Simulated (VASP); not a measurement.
Input of a VASP 6.6.1 run:

INCAR

```
  PREC = Accurate
  ENCUT = 520
  EDIFF = 1E-7
  ISMEAR = -1
  SIGMA = 0.1
  LREAL = False
  LASPH = True
  NELM = 60
  ALGO = Normal
  ISIF = 2
  LWAVE = False
  LCHARG = True
  GGA = PE
  LELF = True
  LVHAR = True
  NBANDS = 13
```

KPOINTS

```
Automatic mesh
0
Gamma
  8 8 8
```

The input POSCAR:

```
W
1.0
   -1.5921723362      1.5921723362      1.5921723362
    1.5921723362     -1.5921723362      1.5921723362
    1.5921723362      1.5921723362     -1.5921723362
W
1
Direct
    0.0000000000      0.0000000000      0.0000000000
```

Potentials or basis: VASP PAW PBE potentials, release 64 (W_sv).

Command:

```sh
$ cat potpaw_PBE.64/W_sv/POTCAR > POTCAR
$ mpirun -np 1 vasp_std > vasp.out
```

**Question.** Estimate the band gap on the k mesh.

**Answer.** Zero (band 7 reaches 16.22 eV, above the bottom of band 8 at 9.98 eV).

**Question.** Predict the pressure.

**Answer.** 0.7 GPa.

Caveat: spin-orbit coupling is left out, which moves the levels of the heavy elements.
